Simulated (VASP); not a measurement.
**KI: electric field gradients with PBEsol**

The system is KI.

```
K I
1.0
     0.00000    3.53626    3.53626
     3.53626    0.00000    3.53626
     3.53626    3.53626    0.00000
K I
1 1
Direct
  0.00000 0.00000 0.00000
  0.50000 0.50000 0.50000
```

This cell differs from its parent crystal: volume scaled by 1.01.

```yaml
Program: VASP 6.6.1
Task: electric field gradients
Functional: PBEsol
Potentials_or_basis: VASP PAW PBE potentials, release 64 (K_sv, I)
Cutoff: 520 eV
k_mesh: 8 × 8 × 8
Occupations: fermi-dirac, width 0.01 eV
Spin: no spin polarisation
Dipole_correction: no
Further_INCAR_settings: ALGO = Normal; EDIFF = 1e-08; NBANDS = 15
```

The pressure is -0.3 GPa and the band gap on the k mesh is 3.81 eV, direct.

Levels at points of the mesh, in eV from the valence-band top:
| k point | band 6 | band 7 | band 8 | band 9 | band 10 | band 11 |
| --- | --- | --- | --- | --- | --- | --- |
| (0.00, 0.00, 0.00) | 0.00 | 0.00 | 0.00 | 3.81 | 6.43 | 6.43 |
| (0.50, 0.00, 0.00) | -1.34 | -0.34 | -0.34 | 5.38 | 7.60 | 8.06 |
| (0.50, 0.50, 0.00) | -1.02 | -0.37 | -0.37 | 4.83 | 5.67 | 8.07 |

Run time: 47 s on 1 thread of Intel(R) Xeon(R) Platinum 8259CL CPU @ 2.50GHz (Skylake/Cascade Lake) (shared host), peak memory 0.25 GiB.

Caveat: without QUAD_EFG the Cq values of the log hold for a quadrupole moment of 1 mb, not for the nuclei; the PAW data sets were made with another functional, which shifts forces and pressure a little; spin-orbit coupling is left out, which moves the levels of the heavy elements. A k mesh can miss the band edges.
